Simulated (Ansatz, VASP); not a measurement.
**One calculation of LiBr, two programs**

```
Li Br
1.0
     0.00000    2.72269    2.72269
     2.72269    0.00000    2.72269
     2.72269    2.72269    0.00000
Li Br
1 1
Cartesian
  0.0000 0.0000 0.0000
  2.7227 2.7227 2.7227
```

Alike in both runs: task single point; functional PBE; k mesh 2 × 2 × 2; occupations gaussian, width 0.1 eV; no spin polarisation.

|  | VASP | Ansatz |
| --- | --- | --- |
| version | VASP 6.6.1 | Ansatz 0.2.0 |
| potentials or method | VASP PAW PBE potentials, release 64 (Li_sv, Br), cutoff 750 eV | scalar-relativistic, plane waves, PAW |
| valence electrons in the cell | 10 | 10 |

```tsv
	VASP	Ansatz	Ansatz less VASP
gap on the k mesh at the Fermi level (eV)	4.99	4.99	-0.004
least direct gap on the mesh (eV)	4.99	4.99	-0.004
pressure (GPa)	6.7	6.7	+0.07
```

Ansatz's warnings: force scf threshold loose, stress scf threshold loose.

The k mesh is coarse, so the values compare programs but aren't converged.
